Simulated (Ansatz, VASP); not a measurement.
Mg2O5 in VASP and in Ansatz

```xyz
7
Lattice="4.2441 0.0000 0.0000 -2.1220 3.6755 0.0000 0.0000 0.0000 7.6275" Properties=species:S:1:pos:R:3 pbc="T T T"
Mg    0.0000    0.0000    0.0000
Mg    0.0000    0.0000    3.8137
O     2.1220    0.0000    3.8137
O    -1.0610    1.8377    3.8137
O     1.0610    1.8377    3.8137
O     0.0000    0.0000    1.8233
O     0.0000    0.0000    5.8041
```

Alike in both runs: functional PBE; k mesh 12 × 12 × 6; occupations gaussian, width 0.1 eV; collinear spin.

Ansatz relaxed the structure, and its values are those at the end. VASP's run is a single point on that final structure, the one shown.

|  | VASP | Ansatz |
| --- | --- | --- |
| version | VASP 6.6.1 | Ansatz 0.2.0 |
| potentials or method | VASP PAW PBE potentials, release 64 (Mg, O), cutoff 520 eV | scalar-relativistic, plane waves, PAW |
| valence electrons in the cell | 34 | 50 |

```tsv
	VASP	Ansatz	Ansatz less VASP
gap on the k mesh at the Fermi level (eV)	none	none	-
pressure (GPa)	-0.2	0.0	+0.24
rms of the force components (eV/Å)	0.013	0.001	-0.0121
net moment per atom (μB)	0.41	0.41	0.000
size of the moment on the site where the two differ most (μB)	0.46	0.50	+0.043
```

Site moments also hang on the region over which each program counts them. A gap of «none» marks a metal or a gap that the smearing closes. VASP's potentials hold 34 valence electrons a cell and Ansatz's 50, so a difference there can come from the potentials and not from the codes.
